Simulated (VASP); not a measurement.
# WS2 (P1) in VASP: single point with PBEsol

Aim: the single point of WS2 with PBEsol.

Program: VASP 6.6.1. These are calculated values, not measurements. Logs are shortened: lines on timing, memory, paths and dates and some standing lists are left out, and cuts for length are marked.

## 1. The cell of the first run

The typed cell holds 3 atoms: a = 6.625 Å, b = 6.625 Å, c = 6.625 Å, α = 27.49°, β = 27.49°, γ = 27.49°.

## 2. Single point, PBEsol (atoms moved at random)

INCAR

```
PREC     = Accurate       # precision mode
ENCUT    = 520            # plane-wave cutoff, eV
EDIFF    = 1E-6           # SCF threshold, eV
ISMEAR   = 0              # smearing method
SIGMA    = 0.05           # smearing width, eV
LREAL    = F              # projectors in reciprocal space
LASPH    = T              # aspherical terms in the spheres
NELM     = 80             # most SCF steps
ALGO     = Normal         # electronic algorithm
ISIF     = 2              # what is computed and relaxed
LWAVE    = F              # write WAVECAR
LCHARG   = F              # write CHGCAR
GGA      = PS             # functional
NBANDS   = 20             # bands
```

KPOINTS

```
regular mesh
0
Gamma
  12 12 12
```

POSCAR

```
WS2
1.0
    1.5738034030      0.9086358184      6.3704647103
   -1.5738034030      0.9086358184      6.3704647103
    0.0000000000     -1.8172716367      6.3704647103
W S
1 2
Direct
    0.9697453114      1.0526800089      0.9725787195
    0.7848189997      0.7523742162      0.7210605972
    0.5767356890      0.5262457750      0.6376606835
```

Potentials or basis: VASP PAW PBE potentials, release 64 (W_sv, S).

The run is started by

```
cat potpaw_PBE.64/W_sv/POTCAR potpaw_PBE.64/S/POTCAR > POTCAR
mpirun -np 1 vasp_std > vasp.out
```

OUTCAR:

```text
PREC = Accurate
   ENCUT = 520
   EDIFF = 1E-6
   ISMEAR = 0
   LREAL = F
   LASPH = T
   NELM = 80
   ISIF = 2
   GGA = PS

 ion  position               nearest neighbor table
   1  0.970  0.053  0.973-   3 2.22   2 2.37   2 2.47   3 2.50   2 2.60   3 2.62
   2  0.785  0.752  0.721-   1 2.37   1 2.47   1 2.60
   3  0.577  0.526  0.638-   1 2.22   1 2.50   1 2.62

  LATTYP: Found a trigonal (rhomboedric) cell.
 ALAT       =     6.6245978615
 COS(alpha) =     0.8871213217

  Lattice vectors:

 A1 = (   1.5738034030,   0.9086358184,   6.3704647103)
 A2 = (  -1.5738034030,   0.9086358184,   6.3704647103)
 A3 = (   0.0000000000,  -1.8172716367,   6.3704647103)

Analysis of symmetry for initial positions (statically):
=====================================================================
 Subroutine PRICEL returns:
 Original cell was already a primitive cell.

 Routine SETGRP: Setting up the symmetry group for a
 trigonal (rhombohedral) supercell.

 Subroutine GETGRP returns: Found  1 space group operations
 (whereof  1 operations were pure point group operations)
 out of a pool of 12 trial point group operations.

The static configuration has the point symmetry C_1 .

Analysis of symmetry for dynamics (positions and initial velocities):
=====================================================================
 Subroutine PRICEL returns:
 Original cell was already a primitive cell.

 Routine SETGRP: Setting up the symmetry group for a
 trigonal (rhombohedral) supercell.

 Subroutine GETGRP returns: Found  1 space group operations
 (whereof  1 operations were pure point group operations)
 out of a pool of 12 trial point group operations.

The dynamic configuration has the point symmetry C_1 .

 Subroutine INISYM returns: Found  1 space group operations
 (whereof  1 operations are pure point group operations),
 and found     1 'primitive' translations

----------------------------------------------------------------------------------------

                                     Primitive cell

  volume of cell :      54.6591

  direct lattice vectors                    reciprocal lattice vectors
     1.573803403  0.908635818  6.370464710     0.317701689  0.183425156  0.052324807
    -1.573803403  0.908635818  6.370464710    -0.317701689  0.183425156  0.052324807
     0.000000000 -1.817271637  6.370464710     0.000000000 -0.366850312  0.052324807

  length of vectors
     6.624597862  6.624597862  6.624597862     0.370563135  0.370563135  0.370563135

  position of ions in fractional coordinates (direct lattice)
     0.969745311  0.052680009  0.972578719
     0.784819000  0.752374216  0.721060597
     0.576735689  0.526245775  0.637660684

  ion indices of the primitive-cell ions
   primitive index   ion index
                 1           1
                 2           2
                 3           3

----------------------------------------------------------------------------------------

 KPOINTS: regular mesh

Automatic generation of k-mesh.
 Grid dimensions read from file:
 generate k-points for:   12   12   12

 Generating k-lattice:

  Cartesian coordinates                     Fractional coordinates (reciprocal lattice)
     0.026475141  0.015285430  0.004360401     0.083333333  0.000000000 -0.000000000
    -0.026475141  0.015285430  0.004360401     0.000000000  0.083333333 -0.000000000
     0.000000000 -0.030570859  0.004360401    -0.000000000 -0.000000000  0.083333333

  Length of vectors
     0.030880261  0.030880261  0.030880261

  Shift w.r.t. Gamma in fractional coordinates (k-lattice)
     0.000000000  0.000000000  0.000000000

 Subroutine IBZKPT returns following result:
 ===========================================

 Found    868 irreducible k-points:

 Following reciprocal coordinates:
            Coordinates               Weight
  0.000000  0.000000  0.000000      1.000000
  0.083333  0.000000  0.000000      2.000000
  0.000000  0.083333  0.000000      2.000000
  0.000000  0.000000  0.083333      2.000000
  0.166667 -0.000000 -0.000000      2.000000
 -0.000000  0.166667 -0.000000      2.000000
[... 16 lines left out ...]
  0.166667  0.083333 -0.000000      2.000000
 -0.166667  0.000000 -0.083333      2.000000
 [... further k-points ...]
   k-points           NKPTS =    868   k-points in BZ     NKDIM =    868   number of bands    NBANDS=     20
   number of dos      NEDOS =    301   number of ions     NIONS =      3
   total plane-waves  NPLWV = 125000
   dimension x,y,z NGX =    50 NGY =   50 NGZ =   50
   dimension x,y,z NGXF=   100 NGYF=  100 NGZF=  100
   ions per type =               1   2
   NGX,Y,Z   is equivalent  to a cutoff of  12.55, 12.55, 12.55 a.u.
   NGXF,Y,Z  is equivalent  to a cutoff of  25.10, 25.10, 25.10 a.u.
 SYSTEM =  unknown system
   PREC   = accura    normal or accurate (medium, high low for compatibility)
   ISTART =      0    job   : 0-new  1-cont  2-samecut
   ICHARG =      2    charge: 1-file 2-atom 10-const
   ISPIN  =      1    spin polarized calculation?
   LNONCOLLINEAR =      F non collinear calculations
   LSORBIT =      F    spin-orbit coupling
   LASPH  =      T    aspherical Exc in radial PAW
   ENCUT  =  520.0 eV  38.22 Ry    6.18 a.u.  12.32 12.32 12.32*2*pi/ulx,y,z
   NELM   =     80;   NELMIN=  2; NELMDL= -5     # of ELM steps
   EDIFF  = 0.1E-05   stopping-criterion for ELM
   LREAL  =      F    real-space projection
   EDIFFG = 0.1E-04   stopping-criterion for IOM
   NSW    =      0    number of steps for IOM
   IBRION =     -1    ionic relax: 0-MD 1-quasi-New 2-CG
   NFREE  =      0    steps in history (QN), initial steepest desc. (CG)
   ISIF   =      2    stress and relaxation
   ISYM   =      2    0-nonsym 1-usesym 2-fastsym
   POTIM  = 0.5000    time-step for ionic-motion
   TEBEG  =    0.0;   TEEND  =   0.0 temperature during run
   PSTRESS=    0.0 pullay stress
   NELECT =      26.0000    total number of electrons
   NUPDOWN=      -1.0000    fix difference up-down
   EMIN   =  10.00;   EMAX   =-10.00  energy-range for DOS
   EFERMI =   0.00;   METHOD = LEGACY
   ISMEAR =     0;   SIGMA  =   0.05  broadening in eV -4-tet -1-fermi 0-gaus
   EFERMI_NEDOS =   21; number of points for ismear=-14 and -15
   IALGO  =     38    algorithm
   IMIX   =      4    mixing-type and parameters
     AMIX     =   0.40;   BMIX     =  1.00
     AMIX_MAG =   1.60;   BMIX_MAG =  1.00
  volume/ion in A,a.u.               =      18.22       122.95
  Fermi-wavevector in a.u.,A,eV,Ry     =   1.277944  2.414963 22.220219  1.633140
  Thomas-Fermi vector in A             =   2.410515
   LORBIT       =      0    0 simple, 1 ext, 2 COOP (PROOUT), +10 PAW based schemes
   GGA     = PS    functional components
   LHFCALC =     F    Hartree Fock is set to
   AEXX    =    0.0000 exact exchange contribution
   IVDW    =     0    specifies the selected vdW correction
   LEPSILON=     F    determine dielectric tensor
   LRPA    =     F    only Hartree local field effects (RPA)
 non-spin polarized calculation
 Gauss-broadening in eV      SIGMA  =   0.05
  energy-cutoff  :      520.00
  volume of cell :       54.66
 maximum number of plane-waves:      1486
 NGX is ok and might be reduce to    50
   NGX = 25   NGY = 25   NGZ = 25

 number of electron      26.0000000 magnetization

 Free energy of the ion-electron system (eV)
  ---------------------------------------------------
  ext. energy  EPLUGINS =         0.00000000
  ---------------------------------------------------
  free energy    TOTEN  =       -24.55865775 eV

  energy without entropy =      -24.55865775  energy(sigma->0) =      -24.55865775

 E-fermi :   7.1012     XC(G=0): -11.0104

 val. band max:        6.6578441827   @ k =   0.5000   0.5000   0.5000
 cond. band min:       7.6789789450   @ k =   0.0833  -0.0833  -0.2500
 fundamental gap:      1.0211347623
 Fermi energy:         7.1012149615

 k-point     1 :       0.0000    0.0000    0.0000
  band No.  band energies     occupation
      1     -67.5465      2.00000
      2     -31.8469      2.00000
      3     -31.5996      2.00000
      4     -31.5667      2.00000
      5      -8.3128      2.00000
      6      -6.6006      2.00000
[... 12 lines left out ...]
     19      14.9342      0.00000
     20      15.2016      0.00000

 k-point     2 :       0.0833    0.0000    0.0000
  band No.  band energies     occupation
      1     -67.5452      2.00000
      2     -31.8430      2.00000
      3     -31.6117      2.00000
      4     -31.5844      2.00000
      5      -8.1979      2.00000
      6      -6.5523      2.00000
[... 12 lines left out ...]
     19      15.2419      0.00000
     20      15.3919      0.00000

 k-point     3 :       0.0000    0.0833    0.0000
  band No.  band energies     occupation
      1     -67.5451      2.00000
      2     -31.8425      2.00000
      3     -31.6249      2.00000
      4     -31.5726      2.00000
      5      -8.1897      2.00000
      6      -6.5651      2.00000
[... 12 lines left out ...]
     19      15.3715      0.00000
     20      15.6242      0.00000

 k-point     4 :       0.0000    0.0000    0.0833
  band No.  band energies     occupation
      1     -67.5452      2.00000
      2     -31.8428      2.00000
      3     -31.6142      2.00000
      4     -31.5821      2.00000
      5      -8.1978      2.00000
      6      -6.5523      2.00000
[... 12 lines left out ...]
     19      15.1421      0.00000
     20      15.4618      0.00000

 k-point     5 :       0.1667   -0.0000   -0.0000
  band No.  band energies     occupation
      1     -67.5417      2.00000
      2     -31.8328      2.00000
      3     -31.6667      2.00000
      4     -31.6101      2.00000
      5      -7.8689      2.00000
      6      -6.4132      2.00000
[... 12 lines left out ...]
     19      15.5434      0.00000
     20      15.8897      0.00000

 k-point     6 :      -0.0000    0.1667   -0.0000
  band No.  band energies     occupation
      1     -67.5416      2.00000
      2     -31.8308      2.00000
      3     -31.6932      2.00000
      4     -31.5884      2.00000
      5      -7.8360      2.00000
      6      -6.4641      2.00000
[... 12 lines left out ...]
     19      15.6998      0.00000
     20      16.2872      0.00000

 k-point     7 :       0.0000    0.0000    0.1667
  band No.  band energies     occupation
      1     -67.5417      2.00000
      2     -31.8317      2.00000
      3     -31.6721      2.00000
      4     -31.6056      2.00000
      5      -7.8688      2.00000
      6      -6.4131      2.00000
[... 12 lines left out ...]
     19      15.4431      0.00000
     20      15.9791      0.00000
[... 277 lines left out ...]
 k-point    20 :       0.0833    0.0833    0.0000
  band No.  band energies     occupation
      1     -67.5452      2.00000
      2     -31.8428      2.00000
      3     -31.6142      2.00000
      4     -31.5821      2.00000
      5      -8.1942      2.00000
      6      -6.5597      2.00000
[... 12 lines left out ...]
     19      15.1516      0.00000
     20      15.5022      0.00000

 k-point    21 :      -0.0833    0.0000   -0.0833
  band No.  band energies     occupation
      1     -67.5451      2.00000
      2     -31.8425      2.00000
      3     -31.6249      2.00000
      4     -31.5725      2.00000
      5      -8.1847      2.00000
      6      -6.5745      2.00000
[... 12 lines left out ...]
     19      15.3742      0.00000
     20      15.6035      0.00000

 k-point    22 :      -0.0000    0.0833    0.0833
  band No.  band energies     occupation
      1     -67.5452      2.00000
      2     -31.8430      2.00000
      3     -31.6117      2.00000
      4     -31.5844      2.00000
      5      -8.1940      2.00000
      6      -6.5597      2.00000
[... 12 lines left out ...]
     19      15.2512      0.00000
     20      15.4088      0.00000

 k-point    23 :       0.1667    0.0833   -0.0000
  band No.  band energies     occupation
      1     -67.5428      2.00000
      2     -31.8359      2.00000
      3     -31.6334      2.00000
      4     -31.6173      2.00000
      5      -7.9756      2.00000
      6      -6.4602      2.00000
[... 12 lines left out ...]
     19      15.3125      0.00000
     20      15.8223      0.00000

 k-point    24 :      -0.1667    0.0000   -0.0833
  band No.  band energies     occupation
      1     -67.5428      2.00000
      2     -31.8351      2.00000
      3     -31.6632      2.00000
      4     -31.5904      2.00000
      5      -7.9502      2.00000
      6      -6.5008      2.00000
[... 12 lines left out ...]
     19      15.6389      0.00000
     20      16.1808      0.00000

 [... further k-points ...]

------------------------ aborting loop because EDIFF is reached ----------------------------------------

  FORCE on cell =-STRESS in cart. coord.  units (eV):
  Direction    XX          YY          ZZ          XY          YZ          ZX
  --------------------------------------------------------------------------------------
  -------------------------------------------------------------------------------------
  Total       -0.1639783     -1.4057545     -2.2412759     -0.8692879     -2.9203194      1.7243058
  in kB       -4.8065579    -41.2057079    -65.6966467    -25.4807111    -85.6008811     50.5431339
  external PRESSURE =     -37.2363042 kB  Pullay stress =       0.0000000 kB

 VOLUME and BASIS-vectors are now :
 -----------------------------------------------------------------------------
  energy-cutoff  :      520.00
  volume of cell :       54.66
      direct lattice vectors                 reciprocal lattice vectors
     1.573803403  0.908635818  6.370464710     0.317701689  0.183425156  0.052324807
    -1.573803403  0.908635818  6.370464710    -0.317701689  0.183425156  0.052324807
     0.000000000 -1.817271637  6.370464710     0.000000000 -0.366850312  0.052324807

 POSITION                                       TOTAL-FORCE (eV/Angst)
 -----------------------------------------------------------------------------------
      1.44328     -0.83843     12.70910         3.594112     -1.818938      1.610033
      0.05106      0.08639     14.38613        -1.243721     -0.020127     -1.504801
      0.07946     -0.15659     11.08870        -2.350390      1.839065     -0.105232
 -----------------------------------------------------------------------------------
    total drift:                               -0.000034      0.000028     -0.000025

  FREE ENERGIE OF THE ION-ELECTRON SYSTEM (eV)
  ---------------------------------------------------
  free  energy   TOTEN  =       -24.5586577484 eV

  energy  without entropy=      -24.5586577484  energy(sigma->0) =      -24.55865775
```

It took 68 min on 1 thread of Oxide Virtual Turin-like, shared host; peak memory 0.97 GiB.

What came out:

```yaml
Free_energy: -24.5587 eV
Pressure: -3.7 GPa
Largest_force: 4.338 eV/Å
Band_gap_on_the_k_mesh: 1.02 eV (least direct gap 1.43 eV)
```

Forces on the atoms (eV/Å):
```
W    3.594 -1.819  1.610
S   -1.244 -0.020 -1.505
S   -2.350  1.839 -0.105
```

Caveat: the cell differs from its parent crystal (atoms moved at random); the stress differs along the axes, from -7 to -0 GPa; the PAW data sets were made with another functional, which shifts forces and pressure a little; spin-orbit coupling is left out, which moves the levels of the heavy elements. A k mesh can miss the band edges.
